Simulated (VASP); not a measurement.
A run of VASP 6.6.1 is set up as follows.

The input INCAR:

```
PREC = Accurate ; ENCUT = 500
EDIFF = 1E-6 ; ISMEAR = -1
SIGMA = 0.1 ; LREAL = False
LASPH = True ; NELM = 120
ALGO = Normal ; ISIF = 2
LWAVE = False ; LCHARG = False
GGA = RP ; NBANDS = 12
GGA_COMPAT = False
```

The input KPOINTS:

```
Automatic mesh
0
Gamma
  11 11 11
```

Contents of POSCAR:

```
Cd
1.0
    3.0668510022      0.0000000000      0.0000000000
    0.0000000000      3.0668510022      0.0000000000
    0.0000000000      0.0000000000      3.0668510022
Cd
1
Direct
    0.0000000000      0.0000000000      0.0000000000
```

Potentials or basis: VASP PAW PBE potentials, release 64 (Cd).

The run is started by

```console
$ cat potpaw_PBE.64/Cd/POTCAR > POTCAR
$ mpirun -np 1 vasp_std > vasp.out
```

Task: What does it give for the band gap on the k mesh?

Result: Zero (band 6 reaches 4.46 eV, above the bottom of band 7 at -0.01 eV).

Task: Predict the pressure.

Result: 0.1 GPa.

Caveat: the PAW data sets were made with another functional, which shifts forces and pressure a little.
